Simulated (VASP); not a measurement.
Input of a VASP 6.6.1 run:

Contents of INCAR:

```
SYSTEM = WSe2
ALGO = Normal
EDIFF = 1E-7
ENCUT = 520
GGA = PE
ISIF = 2
ISMEAR = 0
LASPH = .True.
LCHARG = .False.
LREAL = .False.
LWAVE = .False.
NBANDS = 35
NELM = 60
PREC = Accurate
SIGMA = 0.1
```

The input KPOINTS:

```
k-points
0
Gamma
  6 6 2
  0 0 0
```

Contents of POSCAR:

```
WSe2
1.0
    3.3199329218      0.0000000000      0.0000000000
   -1.6599664609      2.8751462491      0.0000000000
    0.0000000000      0.0000000000     13.7371873000
W Se
2 4
Direct
    0.6666666700      0.3333333300      0.7500000000
    0.3333333300      0.6666666700      0.2500000000
    0.3333333300      0.6666666700      0.8710007900
    0.6666666700      0.3333333300      0.3710007900
    0.3333333300      0.6666666700      0.6289992100
    0.6666666700      0.3333333300      0.1289992100
```

Potentials or basis: VASP PAW PBE potentials, release 64 (W_sv, Se).

Command:

```console
$ cat potpaw_PBE.64/W_sv/POTCAR potpaw_PBE.64/Se/POTCAR > POTCAR
$ mpirun -np 1 vasp_std > vasp.out
```

Question: Estimate the band gap on the k mesh.

Answer: 1.22 eV, indirect (least direct gap 1.46 eV).

Question: Estimate the largest force.

Answer: 0.306 eV/Å.

Question: What does it give for the pressure?

Answer: 1.9 GPa.

Stress tensor (GPa, compression positive):
```
1.27 0.00 0.00
0.00 1.27 0.00
0.00 0.00 3.17
```

Caveat: spin-orbit coupling is left out, which moves the levels of the heavy elements; this functional lacks dispersion, which binds the layers, so the pressure and a relaxed spacing across them are unreliable. A k mesh can miss the band edges.
